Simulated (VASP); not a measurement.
Set up this calculation in VASP 6.6.1, as the native input.

| Item | Value |
| --- | --- |
| Task | single point |
| Functional | LDA |
| Potentials or basis | VASP PAW LDA potentials, release 64 (Mn_pv, O) |
| Cutoff | 520 eV |
| k mesh | 12 × 12 × 12 |
| Occupations | gaussian, width 0.02 eV |
| Spin | collinear spin, antiferromagnetic start |
| Starting moments | [4.23, -4.23, 0.0, 0.0] μB |
| Dipole correction | no |
| Further INCAR settings | ALGO = Normal; EDIFF = 1e-06; NBANDS = 31 |

The structure of MnO (lda) lies in POSCAR:

```
MnO
1.0
   -1.9969506091     -1.9969506091      4.1953160182
   -4.1953160182     -1.9969506091      1.9969506091
   -1.9969506091     -4.1953160182      1.9969506091
Mn O
2 2
Direct
    0.0000000000      0.0000000000      0.0000000000
    0.5000000000      0.5000000000      0.5000000000
    1.2500000000     -0.7500000000     -0.7500000000
    1.7500000000     -0.2500000000     -0.2500000000
```

One way to write it, as run:

INCAR

```
SYSTEM = MnO
PREC     = Accurate       ! precision mode
ENCUT    = 520            ! plane-wave cutoff, eV
EDIFF    = 1E-6           ! SCF threshold, eV
ISMEAR   = 0              ! smearing method
SIGMA    = 0.02           ! smearing width, eV
LREAL    = .False.        ! projectors in reciprocal space
LASPH    = .True.         ! aspherical terms in the spheres
NELM     = 150            ! most SCF steps
ALGO     = Normal         ! electronic algorithm
ISIF     = 2              ! what is computed and relaxed
LWAVE    = .False.        ! write WAVECAR
LCHARG   = .False.        ! write CHGCAR
ISPIN    = 2              ! spin polarisation
MAGMOM   = 4.23 -4.23 0 0 ! initial moments
LORBIT   = 11             ! projections on sites
LMAXMIX  = 4              ! l up to which the mixer works
GGA      = CA             ! functional
NBANDS   = 31             ! bands
```

KPOINTS

```
regular mesh
0
Gamma
  12 12 12
  0 0 0
```

Potentials or basis: VASP PAW LDA potentials, release 64 (Mn_pv, O).

Launch:

```console
$ cat potpaw_LDA.64/Mn_pv/POTCAR potpaw_LDA.64/O/POTCAR > POTCAR
$ mpirun -np 1 vasp_std > vasp.out
```

Results of the run:

| Quantity | Value |
| --- | --- |
| Pressure | -0.1 GPa |
| Band gap on the k mesh | 0.47 eV |
| Net moment | 0.00 μB per cell |
| Site moments | Mn +4.12, -4.12; O +0.00 μB |
| Valence electrons inside the program's atomic spheres | Mn 11.50; O 4.98 |

Wall time 24 min on 1 thread of Intel(R) Xeon(R) Platinum 8488C (Sapphire Rapids) (shared host), peak memory 0.44 GiB.
